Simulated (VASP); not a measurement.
# NaCl: single point with PBE+D3(BJ)

The system is NaCl.

```
Na Cl
1.0
     2.86000    0.00000    0.00000
     0.00000    2.86000    0.00000
     0.00000    0.00000    2.86000
Na Cl
1 1
Direct
  0.00000 0.00000 0.00000
  0.50000 0.50000 0.50000
```

```json
{"Program": "VASP 6.6.1", "Task": "single point", "Functional": "PBE", "Dispersion": "D3(BJ)", "Potentials or basis": "VASP PAW PBE potentials, release 64 (Na_pv, Cl)", "Cutoff": "520 eV", "k mesh": "6 × 6 × 6", "Occupations": "gaussian, width 0.01 eV", "Spin": "no spin polarisation"}
```

The pressure is 59.2 GPa. The band gap on the k mesh is 4.41 eV, direct and the dispersion energy per atom is -0.419 eV.

Levels at points of the mesh, in eV from the valence-band top:
```csv
k point,band 4,band 5,band 6,band 7,band 8,band 9,band 10,band 11
"(0.00, 0.00, 0.00)",-16.98,-1.26,-1.26,-1.26,6.68,6.68,7.44,17.83
"(0.50, 0.00, 0.00)",-15.32,-6.89,-0.78,-0.78,9.28,9.30,12.76,12.76
"(0.50, 0.50, 0.00)",-14.58,-5.34,-5.34,0.00,4.41,10.74,12.80,12.80
"(0.50, 0.50, 0.50)",-13.37,-4.78,-4.78,-4.78,6.34,6.34,6.34,17.10
```

Wall time 3.9 s on 1 thread of Intel(R) Xeon(R) Platinum 8259CL CPU @ 2.50GHz (Skylake/Cascade Lake) (shared host), peak memory 0.14 GiB.

Caveat: three body term missing. A hybrid or GW would open this gap; PBE tends to underestimate it.
